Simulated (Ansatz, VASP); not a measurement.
## C in VASP and in Ansatz

```
C
1.0
     2.51802    0.00000    0.00000
    -1.25901    2.18067    0.00000
     0.00000    0.00000    8.30459
C
8
Cartesian
  -0.0938 -0.1624 0.7721
  0.0000 0.0000 4.9244
  0.0000 0.0000 3.3802
  0.0000 0.0000 7.5325
  0.0000 1.4538 1.2916
  1.2590 0.7269 5.4439
  0.0000 1.4538 2.8607
  1.2590 0.7269 7.0130
```

Alike in both runs: task single point; functional PBE; k mesh 12 × 12 × 4; occupations gaussian, width 0.05 eV; no spin polarisation.

```csv
,VASP,Ansatz
version,VASP 6.6.1,Ansatz 0.2.0
potentials or method,"VASP PAW PBE potentials, release 64 (C), cutoff 520 eV","scalar-relativistic, plane waves, PAW"
valence electrons in the cell,32,32
```

VASP gave:

```
gap on the k mesh at the Fermi level (eV)                     : 2.58
least direct gap on the mesh (eV)                             : 2.73
pressure (GPa)                                                : 3.9
traceless stress, the component that is largest in VASP (GPa) : -2.93
rms of the force components (eV/Å)                            : 1.922
```

**Question.** What did Ansatz give for the same quantities?

**Answer.** gap on the k mesh at the Fermi level (eV): 2.59; least direct gap on the mesh (eV): 2.73; pressure (GPa): 3.2; traceless stress, the component that is largest in VASP (GPa): -2.87; rms of the force components (eV/Å): 1.914.

Atom by atom the forces differ by 0.009 eV/Å (rms over components). With one functional, cell and mesh, what is left measures potentials, basis and numerics.
